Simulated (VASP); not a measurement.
# GaN (gallium nitride) (P6_3mc) in VASP: single point with r2SCAN

Aim: the single point of GaN (gallium nitride) with r2SCAN.

Program: VASP 6.6.1. These are calculated values, not measurements. Logs are shortened: lines on timing, memory, paths and dates and some standing lists are left out, and cuts for length are marked.

## Step 1: The cell of the first run

It takes space group P6_3mc (No. 186, hexagonal). The conventional cell has a = 3.183 Å, b = 3.183 Å, c = 5.184 Å, α = 90.00°, β = 90.00°, γ = 120.00°. Within 2.6 Å of Ga (site symmetry 3m) lie 4 N at 1.95 Å. Within 2.6 Å of N (site symmetry 3m) lie 4 Ga at 1.95 Å.

## Step 2: Single point, r2SCAN

Contents of POSCAR:

```
GaN
1.0
    3.1830885733      0.0000000000      0.0000000000
   -1.5915442866      2.7566355670      0.0000000000
    0.0000000000      0.0000000000      5.1835152980
Ga N
2 2
Direct
    0.3333333333      0.6666666667      0.0000106776
    0.6666666667      0.3333333333      0.5000106776
    0.3333333333      0.6666666667      0.3767893224
    0.6666666667      0.3333333333      0.8767893224
```

Contents of INCAR.step1:

```
SYSTEM = GaN
PREC     = Accurate       ! precision mode
ENCUT    = 520            ! plane-wave cutoff, eV
ISMEAR   = 0              ! smearing method
SIGMA    = 0.01           ! smearing width, eV
LREAL    = .FALSE.        ! projectors in reciprocal space
LASPH    = .TRUE.         ! aspherical terms in the spheres
NELM     = 100            ! most SCF steps
NBANDS   = 26             ! bands
GGA      = PE             ! functional
ALGO     = Normal         ! electronic algorithm
EDIFF    = 1E-4           ! SCF threshold, eV
LWAVE    = .TRUE.         ! write WAVECAR
LCHARG   = .FALSE.        ! write CHGCAR
```

Contents of INCAR.step2:

```
SYSTEM = GaN
PREC     = Accurate       ! precision mode
ENCUT    = 520            ! plane-wave cutoff, eV
EDIFF    = 1E-7           ! SCF threshold, eV
ISMEAR   = 0              ! smearing method
SIGMA    = 0.01           ! smearing width, eV
LREAL    = .FALSE.        ! projectors in reciprocal space
LASPH    = .TRUE.         ! aspherical terms in the spheres
NELM     = 100            ! most SCF steps
ALGO     = Normal         ! electronic algorithm
ISIF     = 2              ! what is computed and relaxed
LWAVE    = .FALSE.        ! write WAVECAR
LCHARG   = .FALSE.        ! write CHGCAR
METAGGA  = R2SCAN         ! meta-GGA
LMIXTAU  = .TRUE.       
NBANDS   = 26             ! bands
ISTART   = 1
```

Contents of KPOINTS:

```
Automatic mesh
0
G
  8 8 5
  0 0 0
```

Potentials or basis: VASP PAW PBE potentials, release 64 (Ga_d, N).

On the command line:

```console
$ cat potpaw_PBE.64/Ga_d/POTCAR potpaw_PBE.64/N/POTCAR > POTCAR
$ cp INCAR.step1 INCAR
$ mpirun -np 1 vasp_std > vasp.out
$ cp INCAR.step2 INCAR
$ mpirun -np 1 vasp_std > vasp.out
```

OUTCAR:

```text
SYSTEM = GaN
   PREC = Accurate
   ENCUT = 520
   EDIFF = 1E-7
   ISMEAR = 0
   LREAL = .FALSE.
   LASPH = .TRUE.
   NELM = 100
   ISIF = 2
   METAGGA = R2SCAN
   ISTART = 1

 ion  position               nearest neighbor table
   1  0.333  0.667  0.000-   4 1.95   4 1.95   4 1.95   3 1.95
   2  0.667  0.333  0.500-   3 1.95   3 1.95   3 1.95   4 1.95
   3  0.333  0.667  0.377-   2 1.95   2 1.95   2 1.95   1 1.95
   4  0.667  0.333  0.877-   1 1.95   1 1.95   1 1.95   2 1.95

  LATTYP: Found a hexagonal cell.
 ALAT       =     3.1830885733
 C/A-ratio  =     1.6284546216

  Lattice vectors:

 A1 = (   3.1830885733,   0.0000000000,   0.0000000000)
 A2 = (  -1.5915442866,   2.7566355670,   0.0000000000)
 A3 = (   0.0000000000,   0.0000000000,   5.1835152980)

Analysis of symmetry for initial positions (statically):
=====================================================================
 Subroutine PRICEL returns:
 Original cell was already a primitive cell.

 Routine SETGRP: Setting up the symmetry group for a
 hexagonal supercell.

 Subroutine GETGRP returns: Found 12 space group operations
 (whereof  6 operations were pure point group operations)
 out of a pool of 24 trial point group operations.

The static configuration has the point symmetry C_3v.
 The point group associated with its full space group is C_6v.

Analysis of symmetry for dynamics (positions and initial velocities):
=====================================================================
 Subroutine PRICEL returns:
 Original cell was already a primitive cell.

 Routine SETGRP: Setting up the symmetry group for a
 hexagonal supercell.

 Subroutine GETGRP returns: Found 12 space group operations
 (whereof  6 operations were pure point group operations)
 out of a pool of 24 trial point group operations.

The dynamic configuration has the point symmetry C_3v.
 The point group associated with its full space group is C_6v.

 Subroutine INISYM returns: Found 12 space group operations
 (whereof  6 operations are pure point group operations),
 and found     1 'primitive' translations

----------------------------------------------------------------------------------------

                                     Primitive cell

  volume of cell :      45.4834

  direct lattice vectors                    reciprocal lattice vectors
     3.183088573  0.000000000  0.000000000     0.314160281  0.181380523  0.000000000
    -1.591544287  2.756635567  0.000000000     0.000000000  0.362761045  0.000000000
     0.000000000  0.000000000  5.183515298     0.000000000  0.000000000  0.192919272

  length of vectors
     3.183088573  3.183088573  5.183515298     0.362761045  0.362761045  0.192919272

  position of ions in fractional coordinates (direct lattice)
     0.333333333  0.666666667  0.000010678
     0.666666667  0.333333333  0.500010678
     0.333333333  0.666666667  0.376789322
     0.666666667  0.333333333  0.876789322

  ion indices of the primitive-cell ions
   primitive index   ion index
                 1           1
                 2           2
                 3           3
                 4           4

----------------------------------------------------------------------------------------

 KPOINTS: Automatic mesh

Automatic generation of k-mesh.
 Grid dimensions read from file:
 generate k-points for:    8    8    5

 Generating k-lattice:

  Cartesian coordinates                     Fractional coordinates (reciprocal lattice)
     0.039270035  0.022672565  0.000000000     0.125000000  0.000000000  0.000000000
     0.000000000  0.045345131  0.000000000     0.000000000  0.125000000  0.000000000
     0.000000000  0.000000000  0.038583854     0.000000000  0.000000000  0.200000000

  Length of vectors
     0.045345131  0.045345131  0.038583854

  Shift w.r.t. Gamma in fractional coordinates (k-lattice)
     0.000000000  0.000000000  0.000000000

 Subroutine IBZKPT returns following result:
 ===========================================

 Found     30 irreducible k-points:

 Following reciprocal coordinates:
            Coordinates               Weight
  0.000000  0.000000  0.000000      1.000000
  0.125000  0.000000  0.000000      6.000000
  0.250000  0.000000  0.000000      6.000000
  0.375000 -0.000000  0.000000      6.000000
  0.500000  0.000000  0.000000      3.000000
  0.125000  0.125000  0.000000      6.000000
[... 16 lines left out ...]
  0.250000  0.000000  0.400000     12.000000
  0.375000 -0.000000  0.400000     12.000000
 [... further k-points ...]
   k-points           NKPTS =     30   k-points in BZ     NKDIM =     30   number of bands    NBANDS=     26
   number of dos      NEDOS =    301   number of ions     NIONS =      4
   total plane-waves  NPLWV =  23040
   dimension x,y,z NGX =    24 NGY =   24 NGZ =   40
   dimension x,y,z NGXF=    48 NGYF=   48 NGZF=   80
   ions per type =               2   2
   NGX,Y,Z   is equivalent  to a cutoff of  12.53, 12.53, 12.83 a.u.
   NGXF,Y,Z  is equivalent  to a cutoff of  25.07, 25.07, 25.66 a.u.
 SYSTEM =  GaN
   PREC   = accura    normal or accurate (medium, high low for compatibility)
   ISTART =      1    job   : 0-new  1-cont  2-samecut
   ICHARG =      0    charge: 1-file 2-atom 10-const
   ISPIN  =      1    spin polarized calculation?
   LNONCOLLINEAR =      F non collinear calculations
   LSORBIT =      F    spin-orbit coupling
   LASPH  =      T    aspherical Exc in radial PAW
   ENCUT  =  520.0 eV  38.22 Ry    6.18 a.u.   5.92  5.92  9.64*2*pi/ulx,y,z
   NELM   =    100;   NELMIN=  2; NELMDL=  0     # of ELM steps
   EDIFF  = 0.1E-06   stopping-criterion for ELM
   LREAL  =      F    real-space projection
   EDIFFG = 0.1E-05   stopping-criterion for IOM
   NSW    =      0    number of steps for IOM
   IBRION =     -1    ionic relax: 0-MD 1-quasi-New 2-CG
   NFREE  =      0    steps in history (QN), initial steepest desc. (CG)
   ISIF   =      2    stress and relaxation
   ISYM   =      2    0-nonsym 1-usesym 2-fastsym
   POTIM  = 0.5000    time-step for ionic-motion
   TEBEG  =    0.0;   TEEND  =   0.0 temperature during run
   PSTRESS=    0.0 pullay stress
   NELECT =      36.0000    total number of electrons
   NUPDOWN=      -1.0000    fix difference up-down
   EMIN   =  10.00;   EMAX   =-10.00  energy-range for DOS
   EFERMI =   0.00;   METHOD = LEGACY
   ISMEAR =     0;   SIGMA  =   0.01  broadening in eV -4-tet -1-fermi 0-gaus
   EFERMI_NEDOS =   21; number of points for ismear=-14 and -15
   IALGO  =     38    algorithm
   IMIX   =      4    mixing-type and parameters
     AMIX     =   0.40;   BMIX     =  1.00
     AMIX_MAG =   1.60;   BMIX_MAG =  1.00
  volume/ion in A,a.u.               =      11.37        76.73
  Fermi-wavevector in a.u.,A,eV,Ry     =   1.514345  2.861697 31.201437  2.293241
  Thomas-Fermi vector in A             =   2.624015
   LORBIT       =      0    0 simple, 1 ext, 2 COOP (PROOUT), +10 PAW based schemes
   METAGGA = R2SCAN    functional components
   LHFCALC =     F    Hartree Fock is set to
   AEXX    =    0.0000 exact exchange contribution
   IVDW    =     0    specifies the selected vdW correction
   LEPSILON=     F    determine dielectric tensor
   LRPA    =     F    only Hartree local field effects (RPA)
 non-spin polarized calculation
 Gauss-broadening in eV      SIGMA  =   0.01
  energy-cutoff  :      520.00
  volume of cell :       45.48
 maximum number of plane-waves:      1244
 NGX is ok and might be reduce to    24
   NGX = 11   NGY = 11   NGZ = 19

 number of electron      35.9999992 magnetization

 Free energy of the ion-electron system (eV)
  ---------------------------------------------------
  ext. energy  EPLUGINS =         0.00000000
  ---------------------------------------------------
  free energy    TOTEN  =       -43.82073348 eV

  energy without entropy =      -43.82073348  energy(sigma->0) =      -43.82073348

 E-fermi :   5.2133     XC(G=0): -12.6639

 val. band max:        5.1021434131   @ k =   0.0000   0.0000   0.0000
 cond. band min:       7.4459904989   @ k =   0.0000   0.0000   0.0000
 fundamental gap:      2.3438470857
 Fermi energy:         5.2132507985

 k-point     1 :       0.0000    0.0000    0.0000
  band No.  band energies     occupation
      1     -11.7105      2.00000
      2     -10.7040      2.00000
      3      -8.7267      2.00000
      4      -8.7109      2.00000
      5      -8.7109      2.00000
      6      -8.6424      2.00000
[... 18 lines left out ...]
     25      17.5897      0.00000
     26      17.5897      0.00000

 k-point     2 :       0.1250    0.0000    0.0000
  band No.  band energies     occupation
      1     -11.5584      2.00000
      2     -10.6604      2.00000
      3      -8.7094      2.00000
      4      -8.6885      2.00000
      5      -8.6603      2.00000
      6      -8.6212      2.00000
[... 18 lines left out ...]
     25      17.1375      0.00000
     26      17.9337      0.00000

 k-point     3 :       0.2500    0.0000    0.0000
  band No.  band energies     occupation
      1     -11.1916      2.00000
      2     -10.5736      2.00000
      3      -8.6673      2.00000
      4      -8.6470      2.00000
      5      -8.5741      2.00000
      6      -8.5357      2.00000
[... 18 lines left out ...]
     25      17.2881      0.00000
     26      18.6673      0.00000

 k-point     4 :       0.3750   -0.0000    0.0000
  band No.  band energies     occupation
      1     -10.8478      2.00000
      2     -10.5149      2.00000
      3      -8.6485      2.00000
      4      -8.6278      2.00000
      5      -8.5270      2.00000
      6      -8.4655      2.00000
[... 18 lines left out ...]
     25      17.7960      0.00000
     26      19.2220      0.00000

 k-point     5 :       0.5000    0.0000    0.0000
  band No.  band energies     occupation
      1     -10.7185      2.00000
      2     -10.5016      2.00000
      3      -8.6493      2.00000
      4      -8.6256      2.00000
      5      -8.5150      2.00000
      6      -8.4674      2.00000
[... 18 lines left out ...]
     25      18.3534      0.00000
     26      19.3320      0.00000

 k-point     6 :       0.1250    0.1250    0.0000
  band No.  band energies     occupation
      1     -11.2982      2.00000
      2     -10.5964      2.00000
      3      -8.6715      2.00000
      4      -8.6625      2.00000
      5      -8.5902      2.00000
      6      -8.5833      2.00000
[... 427 lines left out ...]
 k-point    21 :       0.0000    0.0000    0.4000
  band No.  band energies     occupation
      1     -11.2983      2.00000
      2     -10.9723      2.00000
      3      -8.6958      2.00000
      4      -8.6958      2.00000
      5      -8.6744      2.00000
      6      -8.6744      2.00000
[... 18 lines left out ...]
     25      16.5140      0.00000
     26      16.5140      0.00000

 k-point    22 :       0.1250    0.0000    0.4000
  band No.  band energies     occupation
      1     -11.1789      2.00000
      2     -10.8894      2.00000
      3      -8.6793      2.00000
      4      -8.6690      2.00000
      5      -8.6567      2.00000
      6      -8.6449      2.00000
[... 18 lines left out ...]
     25      16.4033      0.00000
     26      16.9328      0.00000

 k-point    23 :       0.2500    0.0000    0.4000
  band No.  band energies     occupation
      1     -10.9081      2.00000
      2     -10.7124      2.00000
      3      -8.6498      2.00000
      4      -8.6199      2.00000
      5      -8.6105      2.00000
      6      -8.5759      2.00000
[... 18 lines left out ...]
     25      17.1827      0.00000
     26      17.8251      0.00000

 k-point    24 :       0.3750   -0.0000    0.4000
  band No.  band energies     occupation
      1     -10.6783      2.00000
      2     -10.5748      2.00000
      3      -8.6516      2.00000
      4      -8.6136      2.00000
      5      -8.5677      2.00000
      6      -8.5157      2.00000
[... 18 lines left out ...]
     25      17.5121      0.00000
     26      18.5396      0.00000

 [... further k-points ...]
[... 5 lines left out ...]
  --------------------------------------------------------------------------------------
  -------------------------------------------------------------------------------------
  Total        0.3217542      0.3217542      0.2902385      0.0000000      0.0000000      0.0000000
  in kB       11.3339777     11.3339777     10.2238190      0.0000000      0.0000000      0.0000000
  external PRESSURE =      10.9639248 kB  Pullay stress =       0.0000000 kB

 VOLUME and BASIS-vectors are now :
 -----------------------------------------------------------------------------
  energy-cutoff  :      520.00
  volume of cell :       45.48
      direct lattice vectors                 reciprocal lattice vectors
     3.183088573  0.000000000  0.000000000     0.314160281  0.181380523  0.000000000
    -1.591544287  2.756635567  0.000000000     0.000000000  0.362761045  0.000000000
     0.000000000  0.000000000  5.183515298     0.000000000  0.000000000  0.192919272

 POSITION                                       TOTAL-FORCE (eV/Angst)
 -----------------------------------------------------------------------------------
     -0.00000      1.83776      0.00006        -0.000000      0.000000      0.009532
      1.59154      0.91888      2.59181         0.000000     -0.000000      0.009532
     -0.00000      1.83776      1.95309        -0.000000      0.000000     -0.009532
      1.59154      0.91888      4.54485        -0.000000      0.000000     -0.009532
 -----------------------------------------------------------------------------------
    total drift:                                0.000002      0.000004      0.054920

  FREE ENERGIE OF THE ION-ELECTRON SYSTEM (eV)
  ---------------------------------------------------
  free  energy   TOTEN  =       -43.8207334829 eV

  energy  without entropy=      -43.8207334829  energy(sigma->0) =      -43.82073348
```

Run time: 80 s. Hardware: 1 thread of Intel Xeon Platinum 8488C (Sapphire Rapids), shared host; peak memory 0.18 GiB.

What came out:

| Property | Result |
| --- | --- |
| Free energy | -43.8207 eV |
| Pressure | 1.1 GPa |
| Largest force | 0.010 eV/Å |
| Band gap on the k mesh | 2.34 eV, direct |

Forces in eV/Å, atoms in the order of the input:
```
Ga   0.000  0.000  0.010
Ga   0.000  0.000  0.010
N    0.000  0.000 -0.010
N    0.000  0.000 -0.010
```

Levels at points of the mesh, in eV from the valence-band top:
```
           k point  band 15  band 16  band 17  band 18  band 19  band 20  band 21  band 22
(0.00, 0.00, 0.00)    -1.07    -0.04     0.00     0.00     2.34     4.81     9.96    10.59
(0.50, 0.00, 0.00)    -4.30    -2.84    -2.24    -1.03     5.58     6.12     6.55     9.35
```

Caveat: the PAW data sets were made with another functional, which shifts forces and pressure a little. r2SCAN opens gaps a little over a GGA but as a rule still falls short of measured ones.
